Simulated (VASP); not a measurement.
Runs of VASP 6.6.1 on Al2Ru. It takes space group Fddd (No. 70, orthorhombic). Conventional cell: a = 4.705 Å, b = 7.980 Å, c = 8.783 Å, α = 90.00°, β = 90.00°, γ = 90.00°. Al (site symmetry 2) has 5 Ru at 2.57 to 2.72 Å and 9 Al at 2.60 to 3.19 Å within 3.4 Å. Within 3.4 Å of Ru (site symmetry 222) lie 10 Al at 2.57 to 2.72 Å and 4 Ru at 3.19 Å. 

```csv
k mesh,gap on the mesh (eV),pressure (GPa),largest force (eV/Å)
2 × 2 × 2,0.39,0.6,0.01
4 × 4 × 4,0.26,-0.1,-
6 × 6 × 6,0.17,-0.1,0.01
8 × 8 × 8,(a),-0.1,0.01
1 × 1 × 1,(b),2.3,(c)
```

Alike in all rows: task single point; level r2SCAN; potentials or basis VASP PAW PBE potentials, release 64 (Al, Ru_pv); no spin polarisation; cell as given; cutoff (eV) 520; smearing gaussian 0.01 eV.

**Question.** Fill in the values left out.

**Answer.** (a) 0.20; (b) 1.42; (c) 0.42.

Caveats: some runs use coarse meshes; the PAW data sets were made with another functional, which shifts forces and pressure a little.

A k mesh can miss the band edges, and the runs leave out spin-orbit coupling on Ru.
